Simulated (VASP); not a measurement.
# Ti4O in VASP: single point with PBEsol

Aim: the single point of Ti4O with PBEsol.

Program: VASP 6.6.1. These are calculated values, not measurements. Logs are shortened: lines on timing, memory, paths and dates and some standing lists are left out, and cuts for length are marked.

## Step 1: The cell of the first run

The cell holds a slab with vacuum, 5 atoms: a = 2.868 Å, b = 2.868 Å, c = 26.025 Å, α = 90.00°, β = 90.00°, γ = 120.00°.

## Step 2: Single point, PBEsol

File INCAR:

```
SYSTEM = Ti4O
PREC = Accurate
ENCUT = 520
EDIFF = 1E-6
ISMEAR = 0
SIGMA = 0.1
LREAL = .FALSE.
LASPH = .TRUE.
NELM = 100
ALGO = Normal
ISIF = 2
LWAVE = .FALSE.
LCHARG = .TRUE.
LDIPOL = .TRUE.
IDIPOL = 3
DIPOL = 0.5 0.5 0.497
GGA = PS
LELF = .TRUE.
LVHAR = .TRUE.
LVACPOTAV = .TRUE.
NBANDS = 35
```

File KPOINTS:

```
Automatic mesh
0
G
  12 12 1
  0 0 0
```

File POSCAR:

```
Ti4O
1.0
    2.8679135954      0.0000000000      0.0000000000
   -1.4339567977      2.4836860295      0.0000000000
    0.0000000000      0.0000000000     26.0249249352
Ti O
4 1
Direct
    0.6666666667      0.3333333333      0.3266099719
    0.3333333333      0.6666666667      0.4165868556
    0.0000000000      0.0000000000      0.5080269110
    0.6666666667      0.3333333333      0.5921085072
    0.6666666667      0.6666666667      0.6432291106
```

Potentials or basis: VASP PAW PBE potentials, release 64 (Ti_sv, O).

On the command line:

```sh
$ cat potpaw_PBE.64/Ti_sv/POTCAR potpaw_PBE.64/O/POTCAR > POTCAR
$ mpirun -np 1 vasp_std > vasp.out
```

OUTCAR:

```text
SYSTEM = Ti4O
   PREC = Accurate
   ENCUT = 520
   EDIFF = 1E-6
   ISMEAR = 0
   LREAL = .FALSE.
   LASPH = .TRUE.
   NELM = 100
   ISIF = 2
   GGA = PS

 ion  position               nearest neighbor table
   1  0.667  0.333  0.327-   2 2.87   2 2.87   2 2.87
   2  0.333  0.667  0.417-   1 2.87   1 2.87   1 2.87   3 2.90   3 2.90   3 2.90
   3  0.000  0.000  0.508-   4 2.74   4 2.74   4 2.74   2 2.90   2 2.90   2 2.90
   4  0.667  0.333  0.592-   5 1.64   5 2.33   3 2.74   3 2.74   3 2.74
   5  0.667  0.667  0.643-   4 1.64   4 2.33

  LATTYP: Found a hexagonal cell.
 ALAT       =     2.8679135954
 C/A-ratio  =     9.0745149983

  Lattice vectors:

 A1 = (   2.8679135954,   0.0000000000,   0.0000000000)
 A2 = (  -1.4339567977,   2.4836860295,   0.0000000000)
 A3 = (   0.0000000000,   0.0000000000,  26.0249249352)

Analysis of symmetry for initial positions (statically):
=====================================================================
 Subroutine PRICEL returns:
 Original cell was already a primitive cell.

 Routine SETGRP: Setting up the symmetry group for a
 hexagonal supercell.

 Subroutine GETGRP returns: Found  1 space group operations
 (whereof  1 operations were pure point group operations)
 out of a pool of 24 trial point group operations.

The static configuration has the point symmetry C_1 .

Analysis of symmetry for dynamics (positions and initial velocities):
=====================================================================
 Subroutine PRICEL returns:
 Original cell was already a primitive cell.

 Routine SETGRP: Setting up the symmetry group for a
 hexagonal supercell.

 Subroutine GETGRP returns: Found  1 space group operations
 (whereof  1 operations were pure point group operations)
 out of a pool of 24 trial point group operations.

The dynamic configuration has the point symmetry C_1 .

 Subroutine INISYM returns: Found  1 space group operations
 (whereof  1 operations are pure point group operations),
 and found     1 'primitive' translations

----------------------------------------------------------------------------------------

                                     Primitive cell

  volume of cell :     185.3755

  direct lattice vectors                    reciprocal lattice vectors
     2.867913595  0.000000000  0.000000000     0.348685540  0.201313690  0.000000000
    -1.433956798  2.483686029  0.000000000     0.000000000  0.402627380  0.000000000
     0.000000000  0.000000000 26.024924935     0.000000000  0.000000000  0.038424703

  length of vectors
     2.867913595  2.867913595 26.024924935     0.402627380  0.402627380  0.038424703

  position of ions in fractional coordinates (direct lattice)
     0.666666667  0.333333333  0.326609972
     0.333333333  0.666666667  0.416586856
     0.000000000  0.000000000  0.508026911
     0.666666667  0.333333333  0.592108507
     0.666666667  0.666666667  0.643229111

  ion indices of the primitive-cell ions
   primitive index   ion index
                 1           1
                 2           2
                 3           3
                 4           4
                 5           5

----------------------------------------------------------------------------------------

 KPOINTS: Automatic mesh

Automatic generation of k-mesh.
 Grid dimensions read from file:
 generate k-points for:   12   12    1

 Generating k-lattice:

  Cartesian coordinates                     Fractional coordinates (reciprocal lattice)
     0.029057128  0.016776141  0.000000000     0.083333333  0.000000000  0.000000000
     0.000000000  0.033552282  0.000000000     0.000000000  0.083333333  0.000000000
     0.000000000  0.000000000  0.038424703     0.000000000  0.000000000  1.000000000

  Length of vectors
     0.033552282  0.033552282  0.038424703

  Shift w.r.t. Gamma in fractional coordinates (k-lattice)
     0.000000000  0.000000000  0.000000000

 Subroutine IBZKPT returns following result:
 ===========================================

 Found     74 irreducible k-points:

 Following reciprocal coordinates:
            Coordinates               Weight
  0.000000  0.000000  0.000000      1.000000
  0.083333  0.000000  0.000000      2.000000
  0.000000  0.083333  0.000000      2.000000
 -0.083333  0.083333  0.000000      2.000000
  0.166667 -0.000000  0.000000      2.000000
  0.000000  0.166667  0.000000      2.000000
[... 16 lines left out ...]
  0.166667  0.083333  0.000000      2.000000
 -0.083333  0.250000  0.000000      2.000000
 [... further k-points ...]
   k-points           NKPTS =     74   k-points in BZ     NKDIM =     74   number of bands    NBANDS=     35
   number of dos      NEDOS =    301   number of ions     NIONS =      5
   total plane-waves  NPLWV = 112896
   dimension x,y,z NGX =    24 NGY =   24 NGZ =  196
   dimension x,y,z NGXF=    48 NGYF=   48 NGZF=  392
   ions per type =               4   1
   NGX,Y,Z   is equivalent  to a cutoff of  13.91, 13.91, 12.52 a.u.
   NGXF,Y,Z  is equivalent  to a cutoff of  27.82, 27.82, 25.04 a.u.
 SYSTEM =  Ti4O
   PREC   = accura    normal or accurate (medium, high low for compatibility)
   ISTART =      0    job   : 0-new  1-cont  2-samecut
   ICHARG =      2    charge: 1-file 2-atom 10-const
   ISPIN  =      1    spin polarized calculation?
   LNONCOLLINEAR =      F non collinear calculations
   LSORBIT =      F    spin-orbit coupling
   LASPH  =      T    aspherical Exc in radial PAW
   ENCUT  =  520.0 eV  38.22 Ry    6.18 a.u.   5.33  5.33 48.39*2*pi/ulx,y,z
   NELM   =    100;   NELMIN=  2; NELMDL= -5     # of ELM steps
   EDIFF  = 0.1E-05   stopping-criterion for ELM
   LREAL  =      F    real-space projection
   EDIFFG = 0.1E-04   stopping-criterion for IOM
   NSW    =      0    number of steps for IOM
   IBRION =     -1    ionic relax: 0-MD 1-quasi-New 2-CG
   NFREE  =      0    steps in history (QN), initial steepest desc. (CG)
   ISIF   =      2    stress and relaxation
   ISYM   =      2    0-nonsym 1-usesym 2-fastsym
   POTIM  = 0.5000    time-step for ionic-motion
   TEBEG  =    0.0;   TEEND  =   0.0 temperature during run
   PSTRESS=    0.0 pullay stress
   NELECT =      54.0000    total number of electrons
   NUPDOWN=      -1.0000    fix difference up-down
   EMIN   =  10.00;   EMAX   =-10.00  energy-range for DOS
   EFERMI =   0.00;   METHOD = LEGACY
   ISMEAR =     0;   SIGMA  =   0.10  broadening in eV -4-tet -1-fermi 0-gaus
   EFERMI_NEDOS =   21; number of points for ismear=-14 and -15
   IALGO  =     38    algorithm
   IMIX   =      4    mixing-type and parameters
     AMIX     =   0.40;   BMIX     =  1.00
     AMIX_MAG =   1.60;   BMIX_MAG =  1.00
  volume/ion in A,a.u.               =      37.08       250.20
  Fermi-wavevector in a.u.,A,eV,Ry     =   1.085231  2.050788 16.023926  1.177725
  Thomas-Fermi vector in A             =   2.221339
   LORBIT       =      0    0 simple, 1 ext, 2 COOP (PROOUT), +10 PAW based schemes
   GGA     = PS    functional components
   LHFCALC =     F    Hartree Fock is set to
   AEXX    =    0.0000 exact exchange contribution
   IVDW    =     0    specifies the selected vdW correction
   LEPSILON=     F    determine dielectric tensor
   LRPA    =     F    only Hartree local field effects (RPA)
 non-spin polarized calculation
 Gauss-broadening in eV      SIGMA  =   0.10
  energy-cutoff  :      520.00
  volume of cell :      185.38
 maximum number of plane-waves:      5023
 NGX is ok and might be reduce to    24
   NGX = 11   NGY = 11   NGZ = 97

 dipolmoment           0.000000      0.000000     -0.050307 electrons x Angstroem

 number of electron      53.9999999 magnetization

 dipolmoment           0.000000      0.000000      0.112971 electrons x Angstroem

 Free energy of the ion-electron system (eV)
  ---------------------------------------------------
  ext. energy  EPLUGINS =         0.00000000
  ---------------------------------------------------
  free energy    TOTEN  =       -40.06288870 eV

  energy without entropy =      -40.03474778  energy(sigma->0) =      -40.04881824

 E-fermi :  -0.4934     XC(G=0):  -5.3157

 val. band max:       -0.5012224022   @ k =   0.2500   0.0833   0.0000
 cond. band min:      -0.4798749653   @ k =  -0.4167   0.4167   0.0000
 fundamental gap:      0.0213474370
 Fermi energy:        -0.4934463421

 k-point     1 :       0.0000    0.0000    0.0000
  band No.  band energies     occupation
      1     -57.1003      2.00000
      2     -56.9265      2.00000
      3     -56.8933      2.00000
      4     -56.6355      2.00000
      5     -33.7250      2.00000
      6     -33.5843      2.00000
[... 27 lines left out ...]
     34       0.7297      0.00000
     35       0.9240      0.00000

 k-point     2 :       0.0833    0.0000    0.0000
  band No.  band energies     occupation
      1     -57.0935      2.00000
      2     -56.9191      2.00000
      3     -56.8871      2.00000
      4     -56.6300      2.00000
      5     -33.7149      2.00000
      6     -33.5754      2.00000
[... 27 lines left out ...]
     34       0.7846      0.00000
     35       1.0059      0.00000

 k-point     3 :       0.0000    0.0833    0.0000
  band No.  band energies     occupation
      1     -57.0935      2.00000
      2     -56.9188      2.00000
      3     -56.8871      2.00000
      4     -56.6300      2.00000
      5     -33.7178      2.00000
      6     -33.5757      2.00000
[... 27 lines left out ...]
     34       0.7230      0.00000
     35       0.9990      0.00000
[... 723 lines left out ...]
 k-point    23 :       0.1667    0.0833    0.0000
  band No.  band energies     occupation
      1     -57.0587      2.00000
      2     -56.8805      2.00000
      3     -56.8555      2.00000
      4     -56.6016      2.00000
      5     -33.6759      2.00000
      6     -33.5315      2.00000
[... 27 lines left out ...]
     34       1.3282      0.00000
     35       1.4606      0.00000

 k-point    24 :      -0.0833    0.2500    0.0000
  band No.  band energies     occupation
      1     -57.0587      2.00000
      2     -56.8786      2.00000
      3     -56.8555      2.00000
      4     -56.6016      2.00000
      5     -33.7175      2.00000
      6     -33.5323      2.00000
[... 27 lines left out ...]
     34       1.2450      0.00000
     35       1.4483      0.00000

 [... further k-points ...]
[... 5 lines left out ...]
  --------------------------------------------------------------------------------------
  -------------------------------------------------------------------------------------
  Total        1.7867659      2.0450674      1.2711254     -0.2303705      2.6706358     -1.8553428
  in kB       15.4427984     17.6752663     10.9861806     -1.9910638     23.0819770    -16.0354996
  external PRESSURE =      14.7014151 kB  Pullay stress =       0.0000000 kB

 VOLUME and BASIS-vectors are now :
 -----------------------------------------------------------------------------
  energy-cutoff  :      520.00
  volume of cell :      185.38
      direct lattice vectors                 reciprocal lattice vectors
     2.867913595  0.000000000  0.000000000     0.348685540  0.201313690  0.000000000
    -1.433956798  2.483686029  0.000000000     0.000000000  0.402627380  0.000000000
     0.000000000  0.000000000 26.024924935     0.000000000  0.000000000  0.038424703

 POSITION                                       TOTAL-FORCE (eV/Angst)
 -----------------------------------------------------------------------------------
      1.43396      0.82790      8.50000         0.005597      0.015964      0.558832
     -0.00000      1.65579     10.84164         0.017630      0.007642     -0.511499
      0.00000      0.00000     13.22136        -0.077054      0.121179     -1.152103
      1.43396      0.82790     15.40958         1.486001     -2.461452      0.863458
      0.95597      1.65579     16.73999        -1.432175      2.316666      0.241312
 -----------------------------------------------------------------------------------
    total drift:                               -0.000001      0.000034      0.001853

  FREE ENERGIE OF THE ION-ELECTRON SYSTEM (eV)
  ---------------------------------------------------
  free  energy   TOTEN  =       -40.0628887015 eV

  energy  without entropy=      -40.0347477835  energy(sigma->0) =      -40.04881824

 vacuum level on the upper side and lower side of the slab         7.033         4.165
```

It took 8.7 min on 1 thread of Intel Xeon 6975P-C (Granite Rapids), shared host; peak memory 0.58 GiB.

What came out:

```yaml
Free_energy: -40.0629 eV
Largest_force: 3.002 eV/Å
Band_gap_on_the_k_mesh: zero (bands 27 and 28 overlap by 0.65 eV)
```

Forces on the atoms (eV/Å):
```
Ti   0.006  0.016  0.559
Ti   0.018  0.008 -0.511
Ti  -0.077  0.121 -1.152
Ti   1.486 -2.461  0.863
O   -1.432  2.317  0.241
```

Levels at points of the mesh, in eV from the Fermi level:
```tsv
k point	band 23	band 24	band 25	band 26	band 27	band 28	band 29	band 30	band 31	band 32
(0.00, 0.00, 0.00)	-2.16	-1.35	-0.11	0.37	0.44	0.81	0.83	0.96	0.97	1.03
(0.50, 0.00, 0.00)	-1.98	-1.58	-1.23	-0.31	0.03	0.49	0.99	1.13	1.57	1.96
(0.00, 0.50, 0.00)	-1.90	-1.57	-1.24	-0.80	-0.27	0.49	0.87	1.07	1.40	1.74
(0.50, 0.50, 0.00)	-1.98	-1.55	-1.26	-0.58	-0.01	0.55	0.91	1.07	1.19	1.73
```

Caveat: the PAW data sets were made with another functional, which shifts forces and pressure a little.

The gap in the log of VASP goes by the Fermi energy; the results here count the filled bands.